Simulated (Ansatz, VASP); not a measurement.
**Rh: VASP beside Ansatz**

```
CELL_PARAMETERS angstrom
1.91653 1.91656 -0.00058
1.91424 -1.91544 3.83315
1.91576 -1.91465 -3.83348
ATOMIC_POSITIONS crystal
Rh 0.00004 0.00004 0.99997
Rh 0.49999 0.50002 0.00001
Rh 0.49994 0.00001 0.49996
Rh 0.00003 0.49993 0.50006
```

Change from the starting cell: cell x4, atoms moved at random (sigma 0.05 Å) and cell strained at random (1.5 %), then relaxed without symmetry.

Alike in both runs: functional PBE; k mesh 8 × 6 × 6; occupations gaussian, width 0.2 eV; no spin polarisation.

Ansatz relaxed the structure, and its values are those at the end. VASP's run is a single point on that final structure, the one shown.

```csv
,VASP,Ansatz
version,VASP 6.6.1,Ansatz 0.2.0
potentials or method,"VASP PAW PBE potentials, release 64 (Rh_pv), cutoff 520 eV","scalar-relativistic, plane waves, PAW"
valence electrons in the cell,60,68
```

Ansatz gave:

```
gap on the k mesh at the Fermi level (eV) : none
pressure (GPa)                            : -0.1
```

Question: Which values does VASP return?

Answer: gap on the k mesh at the Fermi level (eV): none; pressure (GPa): 0.0.

A gap of «none» marks a metal or a gap that the smearing closes. VASP's potentials hold 60 valence electrons a cell and Ansatz's 68, so a difference there can come from the potentials and not from the codes.
